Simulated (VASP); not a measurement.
Wanted: the native input for a VASP 6.6.1 run.

- Task: single point
- Functional: HSE06
- Potentials or basis: VASP PAW PBE potentials, release 64 (Ag, I)
- Cutoff: 400 eV
- k mesh: 6 × 6 × 2
- Occupations: gaussian, width 0.01 eV
- Spin: no spin polarisation
- Dipole correction: no
- Grid for exact exchange (PRECFOCK): Normal
- Further INCAR settings: ALGO = Normal; EDIFF = 1e-06; NBANDS = 26
- Share of exact exchange: 0.25
- Screening parameter: 0.2079 1/Å

Crystal: AgI.

```xyz
4
Lattice="4.6507 0.0000 0.0000 -2.3254 4.0277 0.0000 0.0000 0.0000 7.5997" Properties=species:S:1:pos:R:3 pbc="T T T"
Ag    2.3254    1.3426    4.7690
Ag    0.0000    2.6851    0.9691
I     2.3254    1.3426    0.0188
I     0.0000    2.6851    3.8187
```

One way to write it, as run:

POSCAR

```
AgI
1.0
    4.6507421514      0.0000000000      0.0000000000
   -2.3253710757      4.0276608495      0.0000000000
    0.0000000000      0.0000000000      7.5997163705
Ag I
2 2
Direct
    0.6666666667      0.3333333333      0.6275238183
    0.3333333333      0.6666666667      0.1275238183
    0.6666666667      0.3333333333      0.0024761817
    0.3333333333      0.6666666667      0.5024761817
```

INCAR.step1

```
PREC = Accurate
ENCUT = 400
EDIFF = 1E-5
ISMEAR = 0
SIGMA = 0.01
LREAL = False
LASPH = True
NELM = 120
ALGO = Normal
ISIF = 2
LWAVE = True
LCHARG = False
GGA = PE
NBANDS = 26
GGA_COMPAT = False
KPAR = 4
```

INCAR.step2

```
PREC = Accurate
ENCUT = 400
EDIFF = 1E-6
ISMEAR = 0
SIGMA = 0.01
LREAL = False
LASPH = True
NELM = 120
ALGO = Normal
ISIF = 2
LWAVE = False
LCHARG = False
GGA = PE
LHFCALC = True
HFSCREEN = 0.2079
PRECFOCK = Normal
ISTART = 1
NBANDS = 26
GGA_COMPAT = False
KPAR = 4
```

KPOINTS

```
regular mesh
0
Gamma
  6 6 2
```

Potentials or basis: VASP PAW PBE potentials, release 64 (Ag, I).

The run is started by

```sh
$ cat potpaw_PBE.64/Ag/POTCAR potpaw_PBE.64/I/POTCAR > POTCAR
$ cp INCAR.step1 INCAR
$ mpirun -np 4 vasp_std > vasp.out
$ cp INCAR.step2 INCAR
$ mpirun -np 4 vasp_std > vasp.out
```

Results of the run:

| Property | Result |
| --- | --- |
| Pressure | 0.3 GPa |
| Band gap on the k mesh | 2.51 eV |

Caveat: the PAW data sets were made with another functional, which shifts forces and pressure a little; spin-orbit coupling is left out, which moves the levels of the heavy elements.

Wall time 9.5 min on 4 MPI ranks on Intel(R) Xeon(R) 6975P-C (Granite Rapids), on a shared host, peak memory 0.34 GiB a rank.
